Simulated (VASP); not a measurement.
Runs of VASP 6.6.1 on Bi2Te3. The structure is that of space group R3m (No. 160), or close to it. The cells are those of the table. 

```tsv
cell	gap on the mesh (eV)	pressure (GPa)	largest force (eV/Å)
a = 10.268 Å, angles 24.8°, 5 atoms	none	(a)	1.24
a = 9.914 Å, angles 24.8°, 5 atoms	none	(b)	1.63
a = 10.353 Å, angles 24.8°, 5 atoms	none	0.4	1.16
a = 10.182 Å, angles 24.8°, 5 atoms	none	3.1	1.33
a = 10.005 Å, angles 24.8°, 5 atoms	none	6.6	1.52
a = 10.094 Å, angles 24.8°, 5 atoms	none	4.7	1.43
```

Alike in all rows: task single point; level PBE; potentials or basis VASP PAW PBE potentials, release 64 (Bi_d, Te); no spin polarisation; k mesh 6 × 6 × 6; cutoff (eV) 520; smearing fermi-dirac 0.05 eV.

**Question.** Fill in the values left out.

**Answer.** (a) 1.6; (b) 8.7.

Caveats: spin-orbit coupling is left out, which moves the levels of the heavy elements; forces of over 1 eV/Å act on the atoms, so gaps and moduli don't describe the material at rest; the cell stands under pressure (at least some runs).

A k mesh can miss the band edges, and the runs leave out spin-orbit coupling on Bi, Te.

A gap of «none» marks levels without a gap at the run's occupations.
